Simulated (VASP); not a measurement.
## Mg12CO12F4: single point with PBE

Mg12CO12F4, a slab with vacuum:

```
Mg O C F
1.0
     5.60594    0.00000    0.00000
     2.80297    4.85489    0.00000
     0.00000    0.00000   16.72154
Mg O C F
12 12 1 4
Direct
  0.00000 0.00000 0.05980
  0.00000 0.50000 0.05980
  0.50000 0.00000 0.05980
  0.50000 0.50000 0.05980
  0.66710 0.66610 0.21162
  0.66745 0.16731 0.21024
  0.16614 0.66600 0.21114
  0.16627 0.16694 0.21163
  0.34408 0.32278 0.36236
  0.33332 0.83292 0.36139
  0.83952 0.33919 0.36439
  0.82312 0.84375 0.36235
  0.33333 0.83333 0.12824
  0.33333 0.33333 0.12824
  0.83333 0.83333 0.12824
  0.83333 0.33333 0.12824
  0.00084 0.50064 0.27815
  0.99757 0.99884 0.28110
  0.49904 0.49738 0.28110
  0.50252 0.00229 0.27827
  0.67737 0.17698 0.43844
  0.66150 0.68002 0.42378
  0.18036 0.16107 0.42377
  0.16093 0.66058 0.42398
  0.68962 0.18906 0.52113
  0.10872 0.60751 0.50226
  0.56393 0.06406 0.55551
  0.94949 0.06845 0.54872
  0.56980 0.44888 0.54873
```

* Program: VASP 6.6.1
* Task: single point
* Functional: PBE
* Potentials or basis: VASP PAW PBE potentials, release 64 (Mg, O, C, F)
* Cutoff: 520 eV
* k mesh: 2 × 2 × 1
* Occupations: gaussian, width 0.05 eV
* Spin: no spin polarisation
* Dipole correction: no
* Further INCAR settings: LREAL = Auto; ALGO = Normal; EDIFF = 1e-06; NBANDS = 84

The largest force is 0.812 eV/Å and the band gap on the k mesh is zero (bands 64 and 65 overlap by 0.22 eV).

Forces in eV/Å, atoms in the order of the input:
```
Mg   0.016 -0.011 -0.629
Mg  -0.001 -0.001 -0.582
Mg  -0.014 -0.008 -0.589
Mg  -0.001  0.019 -0.629
Mg   0.004  0.004 -0.032
Mg  -0.001 -0.001 -0.040
Mg  -0.006 -0.004 -0.040
Mg   0.006  0.002 -0.033
Mg   0.012  0.009 -0.042
Mg  -0.014 -0.006 -0.037
Mg  -0.003 -0.002 -0.047
Mg   0.016  0.006 -0.041
O   -0.030 -0.018  0.811
O    0.039  0.013  0.543
O    0.032  0.025  0.543
O   -0.041 -0.025  0.719
O   -0.004 -0.002  0.032
O    0.004  0.001  0.037
O    0.003  0.003  0.036
O   -0.001  0.001  0.034
O   -0.016 -0.009 -0.169
O   -0.002 -0.010  0.014
O   -0.008  0.005  0.014
O    0.112  0.066 -0.355
C   -0.032 -0.018 -0.294
F   -0.108 -0.063  0.338
F   -0.301 -0.174  0.165
F    0.328 -0.173  0.137
F    0.011  0.371  0.137
```

Levels at points of the mesh, in eV from the Fermi level:
```tsv
k point	band 61	band 62	band 63	band 64	band 65	band 66	band 67	band 68
(0.00, 0.00, 0.00)	-0.28	-0.16	0.01	0.17	2.67	2.68	2.68	3.49
(0.50, 0.00, 0.00)	-0.30	-0.23	-0.11	-0.06	-0.05	2.19	2.20	3.59
(0.50, 0.50, 0.00)	-0.28	-0.08	-0.08	-0.05	0.09	2.19	2.20	3.55
(0.00, 0.50, 0.00)	-0.30	-0.23	-0.11	-0.06	-0.05	2.19	2.20	3.59
```

Wall time 5.7 min on 1 thread of Intel(R) Xeon(R) Platinum 8488C (Sapphire Rapids) (shared host), peak memory 0.54 GiB.

Caveat: the k points lie up to 0.65 Å⁻¹ apart; there is no dipole correction, which matters where the two faces differ.
